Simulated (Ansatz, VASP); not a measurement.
Nb: VASP beside Ansatz

```xyz
5
Lattice="3.2478 0.0000 0.0000 0.0000 3.2478 0.0000 0.0000 0.0000 22.4956" Properties=species:S:1:pos:R:3 pbc="T T T"
Nb    0.0000    0.0000    8.1984
Nb    1.6239    1.6239    9.5914
Nb    0.0000    0.0000   11.2478
Nb    1.6239    1.6239   12.9042
Nb    0.0000    0.0000   14.2972
```

Alike in both runs: task single point; functional LDA; k mesh 11 × 11 × 1; occupations fermi-dirac, width 0.05 eV; no spin polarisation.

|  | VASP | Ansatz |
| --- | --- | --- |
| version | VASP 6.6.1 | Ansatz 0.2.0 |
| potentials or method | VASP PAW LDA potentials, release 64 (Nb_sv), cutoff 520 eV | all-electron LAPW, non-relativistic |

Ansatz gave:

- rms of the force components (eV/Å): 0.014

Task: What did VASP give for the same quantities?

Result: rms of the force components (eV/Å): 0.003.

LDA's correlation is that of Perdew and Zunger in VASP and of Perdew and Wang (1992) in Ansatz. Atom by atom the forces differ by 0.016 eV/Å (rms over components). Ansatz ran all-electron here, and VASP with PAW potentials.
